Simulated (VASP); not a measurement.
A run of VASP 6.6.1:

File INCAR:

```
SYSTEM = ZnSiP2
PREC = Accurate
ENCUT = 500
EDIFF = 1E-6
ISMEAR = -1
SIGMA = 0.02
LREAL = .FALSE.
LASPH = .TRUE.
NELM = 120
ALGO = Normal
ISIF = 2
LWAVE = .FALSE.
LCHARG = .TRUE.
GGA = PS
LELF = .TRUE.
LVHAR = .TRUE.
NBANDS = 36
GGA_COMPAT = .FALSE.
```

File KPOINTS:

```
regular mesh
0
G
  6 6 6
  0 0 0
```

POSCAR

```
ZnSiP2
1.0
   -2.6764216328      2.6764216328      5.2231033262
    2.6764216328     -2.6764216328      5.2231033262
    2.6764216328      2.6764216328     -5.2231033262
Zn P Si
2 4 2
Direct
    0.0000000000      0.0000000000      0.0000000000
    0.7500000000      0.2500000000      0.5000000000
    0.3750000000      0.3895443595      0.5145443595
    0.1395443595      0.6250000000      0.0145443595
    0.8750000000      0.8604556405      0.4854556405
    0.6104556405      0.1250000000     -0.0145443595
    0.5000000000      0.5000000000      0.0000000000
    0.2500000000      0.7500000000      0.5000000000
```

Potentials or basis: VASP PAW PBE potentials, release 64 (Zn, P, Si).

The run is started by

```sh
$ cat potpaw_PBE.64/Zn/POTCAR potpaw_PBE.64/P/POTCAR potpaw_PBE.64/Si/POTCAR > POTCAR
$ mpirun -np 1 vasp_std > vasp.out
```

Hardware: 1 thread of Oxide Virtual Turin-like Processor (shared host).

Problem. Estimate the wall time of this run.

Solution. It took 3.8 min on 1 thread of Oxide Virtual Turin-like Processor, with other jobs on the host, peak memory 0.36 GiB. Counts: scf iterations 14, k points 30.
